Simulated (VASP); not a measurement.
# F: electric field gradients with PBE

Crystal: F.

```xyz
2
Lattice="2.9227 0.0000 0.0000 -1.4614 2.5312 0.0000 0.0000 0.0000 2.9400" Properties=species:S:1:pos:R:3 pbc="T T T"
F     0.0000    1.6874    0.7350
F     1.4614    0.8437    2.2050
```

- Program: VASP 6.6.1
- Task: electric field gradients
- Functional: PBE
- Potentials or basis: VASP PAW PBE potentials, release 64 (F)
- Cutoff: 520 eV
- k mesh: 19 × 19 × 10
- Occupations: fermi-dirac, width 0.08 eV
- Spin: no spin polarisation
- Dipole correction: no
- Further INCAR settings: ALGO = Normal; EDIFF = 1e-08; NBANDS = 14

The pressure is -1.7 GPa, the band gap on the k mesh is zero (bands 7 and 8 overlap by 1.46 eV) and the largest electric field gradient by atom is F +90.8 V/Å².

Stress tensor (GPa, compression positive):
```
-1.55  0.00  0.00
 0.00 -1.55  0.00
 0.00  0.00 -2.05
```

Levels at points of the mesh, in eV from the Fermi level:
| k point | band 4 | band 5 | band 6 | band 7 | band 8 | band 9 | band 10 | band 11 |
| --- | --- | --- | --- | --- | --- | --- | --- | --- |
| (0.00, 0.00, 0.00) | -1.86 | -1.86 | -0.18 | -0.18 | 0.43 | 12.38 | 19.75 | 26.22 |
| (0.00, 0.00, 0.50) | -1.94 | -0.98 | -0.98 | -0.98 | -0.98 | 16.62 | 16.62 | 26.94 |

Electric field gradients, principal values (V/Å²):
| atom | least | middle | greatest (by size) |
| --- | --- | --- | --- |
| 1 F | -45.394 | -45.402 | 90.795 |
| 2 F | -45.394 | -45.402 | 90.795 |

Wall time 45 s on 1 thread of Intel Xeon 8259CL, on a shared host, peak memory 0.17 GiB.

Caveat: the atoms stand far beyond bonding distance, and open shells without spin polarisation read as a metal; without QUAD_EFG the Cq values of the log hold for a quadrupole moment of 1 mb, not for the nuclei.
